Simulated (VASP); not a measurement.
A run of VASP 6.6.1 is set up as follows.

The input INCAR:

```
SYSTEM = MoW3
  PREC = Accurate
  ENCUT = 520
  EDIFF = 1E-7
  ISMEAR = 0
  SIGMA = 0.1
  LREAL = .FALSE.
  LASPH = .TRUE.
  NELM = 100
  ALGO = Normal
  ISIF = 2
  LWAVE = .FALSE.
  LCHARG = .TRUE.
  GGA = PE
  LELF = .TRUE.
  LVHAR = .TRUE.
  NBANDS = 36
```

KPOINTS

```
Automatic mesh
0
G
  6 6 6
  0 0 0
```

Contents of POSCAR:

```
MoW3
1.0
   -1.9179079376      1.9179079376      4.2841579904
    1.9179079376     -1.9179079376      4.2841579904
    1.9179079376      1.9179079376     -4.2841579904
Mo W
1 3
Direct
    0.0000000000      0.0000000000      0.0000000000
    0.5000000000      0.5000000000      0.0000000000
    0.2500000000      0.7500000000      0.5000000000
    0.7500000000      0.2500000000      0.5000000000
```

Potentials or basis: VASP PAW PBE potentials, release 64 (Mo_sv, W_sv).

Command:

```console
$ cat potpaw_PBE.64/Mo_sv/POTCAR potpaw_PBE.64/W_sv/POTCAR > POTCAR
$ mpirun -np 1 vasp_std > vasp.out
```

Task: Estimate the band gap on the k mesh.

Result: Zero (band 28 reaches 13.14 eV, above the bottom of band 29 at 11.00 eV).

Task: What does it give for the pressure?

Result: 11.7 GPa.

Stress tensor (GPa, compression positive):
```
 8.12  0.00  0.00
 0.00  8.12  0.00
 0.00  0.00 18.84
```

Caveat: the k points lie up to 0.39 Å⁻¹ apart; spin-orbit coupling is left out, which moves the levels of the heavy elements.
